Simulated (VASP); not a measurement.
# LiSi2Ag2 (I4/mmm) in VASP: single point with r2SCAN

Aim: the single point of LiSi2Ag2 with r2SCAN.

Program: VASP 6.6.1. These are calculated values, not measurements. Logs are shortened: lines on timing, memory, paths and dates and some standing lists are left out, and cuts for length are marked.

## Step 1: The cell of the first run

It takes space group I4/mmm (No. 139, tetragonal). Conventional cell: a = 4.127 Å, b = 4.127 Å, c = 9.675 Å, α = 90.00°, β = 90.00°, γ = 90.00°. Within 3.2 Å of Ag (site symmetry -4m2) lie 4 Si at 2.39 Å and 4 Ag at 2.92 Å and 4 Li at 3.18 Å. Li (site symmetry 4/mmm) has 10 Si at 3.16 to 3.63 Å and 8 Ag at 3.18 Å and 4 Li at 4.13 Å within 4.2 Å. Within 3.2 Å of Si (site symmetry 4mm) lie 4 Ag at 2.39 Å and 1 Si at 2.42 Å and 4 Li at 3.16 Å.

## Step 2: Single point, r2SCAN

Input file POSCAR:

```
LiSi2Ag2
1.0
    0.0000000000      4.1269460000      0.0000000000
    4.1269460000      0.0000000000      0.0000000000
    2.0634730000      2.0634730000     -4.8373920000
Ag Li Si
2 1 2
Direct
    0.7500000000      0.2500000000      0.5000000000
    0.2500000000      0.7500000000      0.5000000000
    0.0000000000      0.0000000000      0.0000000000
    0.3750000000      0.3750000000      0.2500000000
    0.6250000000      0.6250000000      0.7500000000
```

Input file INCAR.step1:

```
  PREC = Accurate
  ENCUT = 520
  ISMEAR = 1
  SIGMA = 0.0693
  LREAL = F
  LASPH = T
  NELM = 60
  NBANDS = 24
  GGA = PE
  ALGO = Normal
  EDIFF = 1E-4
  LWAVE = T
  LCHARG = F
```

Input file INCAR.step2:

```
  PREC = Accurate
  ENCUT = 520
  EDIFF = 1E-7
  ISMEAR = 1
  SIGMA = 0.0693
  LREAL = F
  LASPH = T
  NELM = 60
  ALGO = Normal
  ISIF = 2
  LWAVE = F
  LCHARG = F
  METAGGA = R2SCAN
  LMIXTAU = T
  NBANDS = 24
  ISTART = 1
```

Input file KPOINTS:

```
regular mesh
0
Gamma
  9 9 9
```

Potentials or basis: VASP PAW PBE potentials, release 64 (Ag, Li_sv, Si).

On the command line:

```sh
cat potpaw_PBE.64/Ag/POTCAR potpaw_PBE.64/Li_sv/POTCAR potpaw_PBE.64/Si/POTCAR > POTCAR
cp INCAR.step1 INCAR
mpirun -np 1 vasp_std > vasp.out
cp INCAR.step2 INCAR
mpirun -np 1 vasp_std > vasp.out
```

OUTCAR:

```text
PREC = Accurate
   ENCUT = 520
   EDIFF = 1E-7
   ISMEAR = 1
   LREAL = F
   LASPH = T
   NELM = 60
   ISIF = 2
   METAGGA = R2SCAN
   ISTART = 1

 ion  position               nearest neighbor table
   1  0.750  0.250  0.500-   4 2.39   4 2.39   5 2.39   5 2.39   2 2.92   2 2.92   2 2.92   2 2.92

   2  0.250  0.750  0.500-   4 2.39   4 2.39   5 2.39   5 2.39   1 2.92   1 2.92   1 2.92   1 2.92

   3  0.000  0.000  0.000-
   4  0.375  0.375  0.250-   1 2.39   2 2.39   2 2.39   1 2.39   5 2.42
   5  0.625  0.625  0.750-   2 2.39   1 2.39   1 2.39   2 2.39   4 2.42

  LATTYP: Found a body centered tetragonal cell.
 ALAT       =     4.1269460000
 C/A-ratio  =     2.3442962423

  Lattice vectors:

 A1 = (  -2.0634730000,   2.0634730000,   4.8373920000)
 A2 = (   2.0634730000,  -2.0634730000,   4.8373920000)
 A3 = (   2.0634730000,   2.0634730000,  -4.8373920000)

Analysis of symmetry for initial positions (statically):
=====================================================================
 Subroutine PRICEL returns:
 Original cell was already a primitive cell.

 Routine SETGRP: Setting up the symmetry group for a
 body centered tetragonal supercell.

 Subroutine GETGRP returns: Found 16 space group operations
 (whereof 16 operations were pure point group operations)
 out of a pool of 16 trial point group operations.

The static configuration has the point symmetry D_4h.

Analysis of symmetry for dynamics (positions and initial velocities):
=====================================================================
 Subroutine PRICEL returns:
 Original cell was already a primitive cell.

 Routine SETGRP: Setting up the symmetry group for a
 body centered tetragonal supercell.

 Subroutine GETGRP returns: Found 16 space group operations
 (whereof 16 operations were pure point group operations)
 out of a pool of 16 trial point group operations.

The dynamic configuration has the point symmetry D_4h.

 Subroutine INISYM returns: Found 16 space group operations
 (whereof 16 operations are pure point group operations),
 and found     1 'primitive' translations

----------------------------------------------------------------------------------------

                                     Primitive cell

  volume of cell :      82.3889

  direct lattice vectors                    reciprocal lattice vectors
     0.000000000  4.126946000  0.000000000     0.000000000  0.242309931  0.103361481
     4.126946000  0.000000000  0.000000000     0.242309931  0.000000000  0.103361481
     2.063473000  2.063473000 -4.837392000     0.000000000  0.000000000 -0.206722961

  length of vectors
     4.126946000  4.126946000  5.649442716     0.263434429  0.263434429  0.206722961

  position of ions in fractional coordinates (direct lattice)
     0.750000000  0.250000000  0.500000000
     0.250000000  0.750000000  0.500000000
     0.000000000  0.000000000  0.000000000
     0.375000000  0.375000000  0.250000000
     0.625000000  0.625000000  0.750000000

  ion indices of the primitive-cell ions
   primitive index   ion index
                 1           1
                 2           2
                 3           3
                 4           4
                 5           5

----------------------------------------------------------------------------------------

 KPOINTS: regular mesh

Automatic generation of k-mesh.
 Grid dimensions read from file:
 generate k-points for:    9    9    9

 Generating k-lattice:

  Cartesian coordinates                     Fractional coordinates (reciprocal lattice)
     0.000000000  0.026923326  0.011484609     0.111111111  0.000000000 -0.000000000
     0.026923326  0.000000000  0.011484609     0.000000000  0.111111111 -0.000000000
     0.000000000  0.000000000 -0.022969218     0.000000000  0.000000000  0.111111111

  Length of vectors
     0.029270492  0.029270492  0.022969218

  Shift w.r.t. Gamma in fractional coordinates (k-lattice)
     0.000000000  0.000000000  0.000000000

 Subroutine IBZKPT returns following result:
 ===========================================

 Found     75 irreducible k-points:

 Following reciprocal coordinates:
            Coordinates               Weight
  0.000000  0.000000  0.000000      1.000000
  0.111111  0.000000  0.000000      8.000000
  0.222222  0.000000 -0.000000      8.000000
  0.333333  0.000000  0.000000      8.000000
  0.444444  0.000000 -0.000000      8.000000
  0.111111  0.111111  0.000000      8.000000
[... 16 lines left out ...]
 -0.333333  0.333333  0.000000      4.000000
  0.444444  0.444444 -0.000000      8.000000
 [... further k-points ...]
   k-points           NKPTS =     75   k-points in BZ     NKDIM =     75   number of bands    NBANDS=     24
   number of dos      NEDOS =    301   number of ions     NIONS =      5
   total plane-waves  NPLWV =  43008
   dimension x,y,z NGX =    32 NGY =   32 NGZ =   42
   dimension x,y,z NGXF=    64 NGYF=   64 NGZF=   84
   ions per type =               2   1   2
   NGX,Y,Z   is equivalent  to a cutoff of  12.89, 12.89, 12.36 a.u.
   NGXF,Y,Z  is equivalent  to a cutoff of  25.78, 25.78, 24.72 a.u.
 SYSTEM =  unknown system
   PREC   = accura    normal or accurate (medium, high low for compatibility)
   ISTART =      1    job   : 0-new  1-cont  2-samecut
   ICHARG =      0    charge: 1-file 2-atom 10-const
   ISPIN  =      1    spin polarized calculation?
   LNONCOLLINEAR =      F non collinear calculations
   LSORBIT =      F    spin-orbit coupling
   LASPH  =      T    aspherical Exc in radial PAW
   ENCUT  =  520.0 eV  38.22 Ry    6.18 a.u.   7.67  7.67 10.50*2*pi/ulx,y,z
   NELM   =     60;   NELMIN=  2; NELMDL=  0     # of ELM steps
   EDIFF  = 0.1E-06   stopping-criterion for ELM
   LREAL  =      F    real-space projection
   EDIFFG = 0.1E-05   stopping-criterion for IOM
   NSW    =      0    number of steps for IOM
   IBRION =     -1    ionic relax: 0-MD 1-quasi-New 2-CG
   NFREE  =      0    steps in history (QN), initial steepest desc. (CG)
   ISIF   =      2    stress and relaxation
   ISYM   =      2    0-nonsym 1-usesym 2-fastsym
   POTIM  = 0.5000    time-step for ionic-motion
   TEBEG  =    0.0;   TEEND  =   0.0 temperature during run
   PSTRESS=    0.0 pullay stress
   NELECT =      33.0000    total number of electrons
   NUPDOWN=      -1.0000    fix difference up-down
   EMIN   =  10.00;   EMAX   =-10.00  energy-range for DOS
   EFERMI =   0.00;   METHOD = LEGACY
   ISMEAR =     1;   SIGMA  =   0.07  broadening in eV -4-tet -1-fermi 0-gaus
   EFERMI_NEDOS =   21; number of points for ismear=-14 and -15
   IALGO  =     38    algorithm
   IMIX   =      4    mixing-type and parameters
     AMIX     =   0.40;   BMIX     =  1.00
     AMIX_MAG =   1.60;   BMIX_MAG =  1.00
  volume/ion in A,a.u.               =      16.48       111.20
  Fermi-wavevector in a.u.,A,eV,Ry     =   1.206766  2.280458 19.813961  1.456285
  Thomas-Fermi vector in A             =   2.342424
   LORBIT       =      0    0 simple, 1 ext, 2 COOP (PROOUT), +10 PAW based schemes
   METAGGA = R2SCAN    functional components
   LHFCALC =     F    Hartree Fock is set to
   AEXX    =    0.0000 exact exchange contribution
   IVDW    =     0    specifies the selected vdW correction
   LEPSILON=     F    determine dielectric tensor
   LRPA    =     F    only Hartree local field effects (RPA)
 non-spin polarized calculation
 Methfessel and Paxton  Order N= 1 SIGMA  =   0.07
  energy-cutoff  :      520.00
  volume of cell :       82.39
 maximum number of plane-waves:      2241
   NGX = 15   NGY = 15   NGZ = 21

 number of electron      33.0000005 magnetization

 Free energy of the ion-electron system (eV)
  ---------------------------------------------------
  ext. energy  EPLUGINS =         0.00000000
  ---------------------------------------------------
  free energy    TOTEN  =       -61.46074784 eV

  energy without entropy =      -61.46037361  energy(sigma->0) =      -61.46062310

 E-fermi :   7.3566     XC(G=0): -11.2552

 val. band max:        7.3558822769   @ k =  -0.1111   0.4444   0.1111
 cond. band min:       7.3682950845   @ k =   0.4444   0.3333   0.0000
 fundamental gap:      0.0124128076
 Fermi energy:         7.3566342511

 k-point     1 :       0.0000    0.0000    0.0000
  band No.  band energies     occupation
      1     -41.2636      2.00000
      2      -4.3694      2.00000
      3      -2.2732      2.00000
      4      -0.3160      2.00000
      5      -0.2968      2.00000
      6      -0.0482      2.00000
[... 16 lines left out ...]
     23      14.4340      0.00000
     24      14.4352      0.00000

 k-point     2 :       0.1111    0.0000    0.0000
  band No.  band energies     occupation
      1     -41.2636      2.00000
      2      -4.2640      2.00000
      3      -2.2340      2.00000
      4      -0.2722      2.00000
      5      -0.2696      2.00000
      6      -0.0160      2.00000
[... 16 lines left out ...]
     23      13.9257      0.00000
     24      14.2838      0.00000

 k-point     3 :       0.2222    0.0000   -0.0000
  band No.  band energies     occupation
      1     -41.2635      2.00000
      2      -3.9686      2.00000
      3      -2.1391      2.00000
      4      -0.1733      2.00000
      5      -0.1530      2.00000
      6       0.0972      2.00000
[... 16 lines left out ...]
     23      13.4413      0.00000
     24      14.6089      0.00000

 k-point     4 :       0.3333    0.0000    0.0000
  band No.  band energies     occupation
      1     -41.2635      2.00000
      2      -3.5612      2.00000
      3      -2.0505      2.00000
      4       0.0065      2.00000
      5       0.0518      2.00000
      6       0.2866      2.00000
[... 16 lines left out ...]
     23      13.6957      0.00000
     24      15.0128      0.00000

 k-point     5 :       0.4444    0.0000   -0.0000
  band No.  band energies     occupation
      1     -41.2634      2.00000
      2      -3.2245      2.00000
      3      -2.0228      2.00000
      4       0.2609      2.00000
      5       0.3647      2.00000
      6       0.5165      2.00000
[... 16 lines left out ...]
     23      13.9276      0.00000
     24      14.3192      0.00000

 k-point     6 :       0.1111    0.1111    0.0000
  band No.  band energies     occupation
      1     -41.2635      2.00000
      2      -4.1320      2.00000
      3      -2.2209      2.00000
      4      -0.3371      2.00000
      5      -0.1352      2.00000
      6       0.0303      2.00000
[... 16 lines left out ...]
     23      13.1247      0.00000
     24      14.8519      0.00000
[... 379 lines left out ...]
 k-point    21 :       0.4444    0.3333    0.0000
  band No.  band energies     occupation
      1     -41.2633      2.00000
      2      -2.7702      2.00000
      3      -1.6873      2.00000
      4      -0.3466      2.00000
      5      -0.2354      2.00000
      6       0.4615      2.00000
[... 16 lines left out ...]
     23      15.0109      0.00000
     24      15.6611      0.00000

 k-point    22 :      -0.4444    0.3333    0.0000
  band No.  band energies     occupation
      1     -41.2633      2.00000
      2      -2.8730      2.00000
      3      -1.5833      2.00000
      4      -0.4585      2.00000
      5      -0.1324      2.00000
      6       0.4967      2.00000
[... 16 lines left out ...]
     23      15.2520      0.00000
     24      16.0865      0.00000

 k-point    23 :      -0.3333    0.3333    0.0000
  band No.  band energies     occupation
      1     -41.2634      2.00000
      2      -3.1195      2.00000
      3      -1.6209      2.00000
      4      -0.5207      2.00000
      5       0.2025      2.00000
      6       0.3817      2.00000
[... 16 lines left out ...]
     23      15.2932      0.00000
     24      15.3579      0.00000

 k-point    24 :       0.4444    0.4444   -0.0000
  band No.  band energies     occupation
      1     -41.2633      2.00000
      2      -2.6725      2.00000
      3      -1.5406      2.00000
      4      -0.4375      2.00000
      5      -0.3963      2.00000
      6       0.5781      2.00000
[... 16 lines left out ...]
     23      15.6887      0.00000
     24      16.8035      0.00000

 [... further k-points ...]
[... 5 lines left out ...]
  --------------------------------------------------------------------------------------
  -------------------------------------------------------------------------------------
  Total        8.3283956      8.3283956      3.8252428      0.0000000      0.0000000      0.0000000
  in kB      161.9582487    161.9582487     74.3876324      0.0000000      0.0000000      0.0000000
  external PRESSURE =     132.7680432 kB  Pullay stress =       0.0000000 kB

 VOLUME and BASIS-vectors are now :
 -----------------------------------------------------------------------------
  energy-cutoff  :      520.00
  volume of cell :       82.39
      direct lattice vectors                 reciprocal lattice vectors
     0.000000000  4.126946000  0.000000000     0.000000000  0.242309931  0.103361481
     4.126946000  0.000000000  0.000000000     0.242309931  0.000000000  0.103361481
     2.063473000  2.063473000 -4.837392000     0.000000000  0.000000000 -0.206722961

 POSITION                                       TOTAL-FORCE (eV/Angst)
 -----------------------------------------------------------------------------------
      2.06347      4.12695     -2.41870         0.000000     -0.000000     -0.000000
      4.12695      2.06347     -2.41870        -0.000000      0.000000      0.000000
      0.00000      0.00000      0.00000        -0.000000     -0.000000      0.000000
      2.06347      2.06347     -1.20935         0.000000      0.000000      3.052671
      4.12695      4.12695     -3.62804        -0.000000     -0.000000     -3.052671
 -----------------------------------------------------------------------------------
    total drift:                               -0.000000     -0.000000      0.000000

  FREE ENERGIE OF THE ION-ELECTRON SYSTEM (eV)
  ---------------------------------------------------
  free  energy   TOTEN  =       -61.4607478394 eV

  energy  without entropy=      -61.4603736078  energy(sigma->0) =      -61.46062310
```

It took 5.5 min on 1 thread of Intel Xeon Platinum 8375C at 2.90GHz (Ice Lake), shared host; peak memory 0.3 GiB.

Results:

```
Free energy   : -61.4607 eV
Largest force : 3.053 eV/Å
```

Forces in eV/Å, atoms in the order of the input:
```
Ag   0.000  0.000  0.000
Ag   0.000  0.000  0.000
Li   0.000  0.000  0.000
Si   0.000  0.000  3.053
Si   0.000  0.000 -3.053
```

Caveat: the cutoff is under 1.25 times the usual one of these potentials, so pressure, stress and relaxed cells hold a basis-set (Pulay) error; the PAW data sets were made with another functional, which shifts forces and pressure a little.
